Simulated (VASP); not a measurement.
# KF (R3m) in VASP: a series of runs

The runs below take KF through single point, with PBE, r2SCAN.

Program: VASP 6.6.1. These are calculated values, not measurements. Logs are shortened: lines on timing, memory, paths and dates and some standing lists are left out, and cuts for length are marked.

### 1 The cell of the first run

Symmetry: R3m, No. 160, trigonal system. Conventional cell: a = 4.048 Å, b = 4.048 Å, c = 10.464 Å, α = 90.00°, β = 90.00°, γ = 120.00°. Within 3.3 Å of K (site symmetry 3m) lie 4 F at 2.52 to 2.53 Å. F (site symmetry 3m) has 4 K at 2.52 to 2.53 Å within 3.3 Å.

### 2 Single point, PBE (epitaxial 111 strain -2.5%)

INCAR reads:

```
SYSTEM = KF
PREC     = Accurate       ! precision mode
ENCUT    = 520            ! plane-wave cutoff, eV
EDIFF    = 1E-6           ! SCF threshold, eV
ISMEAR   = -1             ! smearing method
SIGMA    = 0.02           ! smearing width, eV
LREAL    = .FALSE.        ! projectors in reciprocal space
LASPH    = .TRUE.         ! aspherical terms in the spheres
NELM     = 80             ! most SCF steps
ALGO     = Normal         ! electronic algorithm
ISIF     = 2              ! what is computed and relaxed
LWAVE    = .FALSE.        ! write WAVECAR
LCHARG   = .TRUE.         ! write CHGCAR
GGA      = PE             ! functional
LELF     = .TRUE.         ! ELF
LVHAR    = .TRUE.       
NBANDS   = 15             ! bands
```

KPOINTS reads:

```
regular mesh
0
G
  8 8 8
  0 0 0
```

POSCAR reads:

```
KF
1.0
    0.1056761339      2.9679860682      2.9679860682
    2.9679860682      0.1056761339      2.9679860682
    2.9679860682      2.9679860682      0.1056761339
K F
1 1
Direct
    0.0039156716      0.0039156716      0.0039156716
    0.2460843284      0.2460843284      0.2460843284
```

Potentials or basis: VASP PAW PBE potentials, release 64 (K_sv, F).

On the command line:

```sh
> cat potpaw_PBE.64/K_sv/POTCAR potpaw_PBE.64/F/POTCAR > POTCAR
> mpirun -np 1 vasp_std > vasp.out
```

OUTCAR:

```text
SYSTEM = KF
   PREC = Accurate
   ENCUT = 520
   EDIFF = 1E-6
   ISMEAR = -1
   LREAL = .FALSE.
   LASPH = .TRUE.
   NELM = 80
   ISIF = 2
   GGA = PE

 ion  position               nearest neighbor table
   1  0.004  0.004  0.004-   2 2.52   2 2.52   2 2.52   2 2.53
   2  0.246  0.246  0.246-   1 2.52   1 2.52   1 2.52   1 2.53

  LATTYP: Found a trigonal (rhomboedric) cell.
 ALAT       =     4.1986962318
 COS(alpha) =     0.5352660445

  Lattice vectors:

 A1 = (   0.1056761339,   2.9679860682,   2.9679860682)
 A2 = (   2.9679860682,   0.1056761339,   2.9679860682)
 A3 = (   2.9679860682,   2.9679860682,   0.1056761339)

Analysis of symmetry for initial positions (statically):
=====================================================================
 Subroutine PRICEL returns:
 Original cell was already a primitive cell.

 Routine SETGRP: Setting up the symmetry group for a
 trigonal (rhombohedral) supercell.

 Subroutine GETGRP returns: Found  6 space group operations
 (whereof  6 operations were pure point group operations)
 out of a pool of 12 trial point group operations.

The static configuration has the point symmetry C_3v.

Analysis of symmetry for dynamics (positions and initial velocities):
=====================================================================
 Subroutine PRICEL returns:
 Original cell was already a primitive cell.

 Routine SETGRP: Setting up the symmetry group for a
 trigonal (rhombohedral) supercell.

 Subroutine GETGRP returns: Found  6 space group operations
 (whereof  6 operations were pure point group operations)
 out of a pool of 12 trial point group operations.

The dynamic configuration has the point symmetry C_3v.

 Subroutine INISYM returns: Found  6 space group operations
 (whereof  6 operations are pure point group operations),
 and found     1 'primitive' translations

----------------------------------------------------------------------------------------

                                     Primitive cell

  volume of cell :      49.4981

  direct lattice vectors                    reciprocal lattice vectors
     0.105676134  2.967986068  2.967986068    -0.177739535  0.171628640  0.171628640
     2.967986068  0.105676134  2.967986068     0.171628640 -0.177739535  0.171628640
     2.967986068  2.967986068  0.105676134     0.171628640  0.171628640 -0.177739535

  length of vectors
     4.198696232  4.198696232  4.198696232     0.300839031  0.300839031  0.300839031

  position of ions in fractional coordinates (direct lattice)
     0.003915672  0.003915672  0.003915672
     0.246084328  0.246084328  0.246084328

[... 77 lines left out ...]
   LREAL  =      F    real-space projection
   EDIFFG = 0.1E-04   stopping-criterion for IOM
   NSW    =      0    number of steps for IOM
   IBRION =     -1    ionic relax: 0-MD 1-quasi-New 2-CG
   NFREE  =      0    steps in history (QN), initial steepest desc. (CG)
   ISIF   =      2    stress and relaxation
   ISYM   =      2    0-nonsym 1-usesym 2-fastsym
   POTIM  = 0.5000    time-step for ionic-motion
   TEBEG  =    0.0;   TEEND  =   0.0 temperature during run
   PSTRESS=    0.0 pullay stress
   NELECT =      16.0000    total number of electrons
   NUPDOWN=      -1.0000    fix difference up-down
   EMIN   =  10.00;   EMAX   =-10.00  energy-range for DOS
   EFERMI =   0.00;   METHOD = LEGACY
   ISMEAR =    -1;   SIGMA  =   0.02  broadening in eV -4-tet -1-fermi 0-gaus
   EFERMI_NEDOS =   21; number of points for ismear=-14 and -15
   IALGO  =     38    algorithm
   IMIX   =      4    mixing-type and parameters
     AMIX     =   0.40;   BMIX     =  1.00
     AMIX_MAG =   1.60;   BMIX_MAG =  1.00
  volume/ion in A,a.u.               =      24.75       167.01
  Fermi-wavevector in a.u.,A,eV,Ry     =   1.123531  2.123167 17.174947  1.262323
  Thomas-Fermi vector in A             =   2.260198
   LORBIT       =      0    0 simple, 1 ext, 2 COOP (PROOUT), +10 PAW based schemes
   GGA     = PE    functional components
[... 5 lines left out ...]
 non-spin polarized calculation
  energy-cutoff  :      520.00
  volume of cell :       49.50
 maximum number of plane-waves:      1352
   NGX = 15   NGY = 15   NGZ = 15

 number of electron      16.0000002 magnetization

 Free energy of the ion-electron system (eV)
  ---------------------------------------------------
  ext. energy  EPLUGINS =         0.00000000
  ---------------------------------------------------
  free energy    TOTEN  =        -8.10841767 eV

  energy without entropy =       -8.10841767  energy(sigma->0) =       -8.10841767

 E-fermi :  -3.1636     XC(G=0):  -7.1029

 val. band max:       -3.5976318312   @ k =   0.5000   0.5000  -0.0000
 cond. band min:       1.6071582126   @ k =   0.0000   0.0000   0.0000
 fundamental gap:      5.2047900437
 Fermi energy:        -3.1636098734

 k-point     1 :       0.0000    0.0000    0.0000
  band No.  band energies     occupation
      1     -29.7488      2.00000
      2     -22.1430      2.00000
      3     -13.1484      2.00000
      4     -13.1438      2.00000
      5     -13.1438      2.00000
      6      -3.8587      2.00000
      7      -3.8042      2.00000
      8      -3.8042      2.00000
      9       1.6072      0.00000
     10       8.1213      0.00000
     11       8.1213      0.00000
     12       8.2134      0.00000
     13       8.5681      0.00000
     14       8.5681      0.00000
[... 401 lines left out ...]
      2     -22.2060      2.00000
      3     -13.2640      2.00000
      4     -13.1781      2.00000
      5     -13.1533      2.00000
      6      -3.8903      2.00000
      7      -3.7566      2.00000
      8      -3.7525      2.00000
      9       3.2451      0.00000
     10       6.7687      0.00000
     11       7.5040      0.00000
     12       7.5604      0.00000
     13       9.2346      0.00000
     14       9.3202      0.00000
     15      11.0690      0.00000

 [... further k-points ...]
[... 5 lines left out ...]
  --------------------------------------------------------------------------------------
  -------------------------------------------------------------------------------------
  Total        0.4443411      0.4443411      0.4443411     -0.0733368     -0.0733368     -0.0733368
  in kB       14.3826305     14.3826305     14.3826305     -2.3737985     -2.3737985     -2.3737985
  external PRESSURE =      14.3826305 kB  Pullay stress =       0.0000000 kB

 VOLUME and BASIS-vectors are now :
 -----------------------------------------------------------------------------
  energy-cutoff  :      520.00
  volume of cell :       49.50
      direct lattice vectors                 reciprocal lattice vectors
     0.105676134  2.967986068  2.967986068    -0.177739535  0.171628640  0.171628640
     2.967986068  0.105676134  2.967986068     0.171628640 -0.177739535  0.171628640
     2.967986068  2.967986068  0.105676134     0.171628640  0.171628640 -0.177739535

 POSITION                                       TOTAL-FORCE (eV/Angst)
 -----------------------------------------------------------------------------------
      0.02366      0.02366      0.02366         0.001738      0.001738      0.001738
      1.48675      1.48675      1.48675        -0.001738     -0.001738     -0.001738
 -----------------------------------------------------------------------------------
    total drift:                               -0.000369     -0.000369     -0.000369

  FREE ENERGIE OF THE ION-ELECTRON SYSTEM (eV)
  ---------------------------------------------------
  free  energy   TOTEN  =        -8.1084176722 eV

  energy  without entropy=       -8.1084176722  energy(sigma->0) =       -8.10841767
```

stdout:

```text
POSCAR found type information on POSCAR K F
 POSCAR found :  2 types and       2 ions
 scaLAPACK will be used
 LDA part: xc-table for (Slater+PW92), standard interpolation
 POSCAR, INCAR and KPOINTS ok, starting setup
 FFT: planning ... GRIDC
 FFT: planning ... GRID_SOFT
 FFT: planning ... GRID
 WAVECAR not read
 entering main loop
```

Run time: 29 s. Hardware: 1 thread of Intel Xeon 6975P-C, shared host; peak memory 0.2 GiB.

Results:

| Quantity | Value |
| --- | --- |
| Free energy | -8.1084 eV |
| Pressure | 1.4 GPa |
| Largest force | 0.003 eV/Å |
| Band gap on the k mesh | 5.20 eV, indirect (least direct gap 5.41 eV) |

Forces on the atoms (eV/Å):
```
K    0.002  0.002  0.002
F   -0.002 -0.002 -0.002
```

Caveat: the cell differs from its parent crystal (epitaxial 111 strain -2.5%). A k mesh can miss the band edges.

### 3 Single point, r2SCAN (epitaxial 111 strain -2.5%)

POSCAR is that of step 2.

INCAR.step1 reads:

```
  ALGO = Normal
  EDIFF = 1E-4
  ENCUT = 520
  GGA = PE
  ISMEAR = 0
  LASPH = True
  LCHARG = False
  LREAL = False
  LWAVE = True
  NBANDS = 15
  NELM = 80
  PREC = Accurate
  SIGMA = 0.01
```

INCAR.step2 reads:

```
  ALGO = Normal
  EDIFF = 1E-6
  ENCUT = 520
  ISIF = 2
  ISMEAR = 0
  ISTART = 1
  LASPH = True
  LCHARG = True
  LELF = True
  LMIXTAU = True
  LREAL = False
  LVHAR = True
  LWAVE = False
  METAGGA = R2SCAN
  NBANDS = 15
  NELM = 80
  PREC = Accurate
  SIGMA = 0.01
```

KPOINTS reads:

```
k-points
0
Gamma
  8 8 8
```

Potentials or basis: VASP PAW PBE potentials, release 64 (K_sv, F).

On the command line:

```sh
> cat potpaw_PBE.64/K_sv/POTCAR potpaw_PBE.64/F/POTCAR > POTCAR
> cp INCAR.step1 INCAR
> mpirun -np 1 vasp_std > vasp.out
> cp INCAR.step2 INCAR
> mpirun -np 1 vasp_std > vasp.out
```

It took 2.4 min on 1 thread of Intel Xeon 6975P-C, shared host; peak memory 0.21 GiB.

Results (log left out):

| Item | Value |
| --- | --- |
| Free energy | -14.6994 eV |
| Pressure | 0.5 GPa |
| Band gap on the k mesh | 5.79 eV, indirect (least direct gap 5.99 eV) |

Stress tensor (GPa, compression positive):
```
 0.48 -0.24 -0.24
-0.24  0.48 -0.24
-0.24 -0.24  0.48
```

Levels at points of the mesh, in eV from the valence-band top:
```csv
k point,band 4,band 5,band 6,band 7,band 8,band 9,band 10,band 11,band 12,band 13
"(0.00, 0.00, 0.00)",-9.80,-9.80,-0.25,-0.20,-0.20,5.79,12.59,12.59,12.66,13.05
"(0.50, 0.00, 0.00)",-9.86,-9.85,-0.26,-0.13,-0.13,8.69,9.98,11.43,12.08,13.92
"(0.50, 0.50, 0.00)",-9.93,-9.82,-0.46,-0.02,0.00,8.88,8.99,13.39,13.84,13.94
"(0.50, 0.50, 0.50)",-9.85,-9.85,-0.31,-0.10,-0.10,8.41,9.87,11.81,11.81,13.91
```

Caveat: the cell differs from its parent crystal (epitaxial 111 strain -2.5%); the PAW data sets were made with another functional, which shifts forces and pressure a little. A k mesh can miss the band edges.
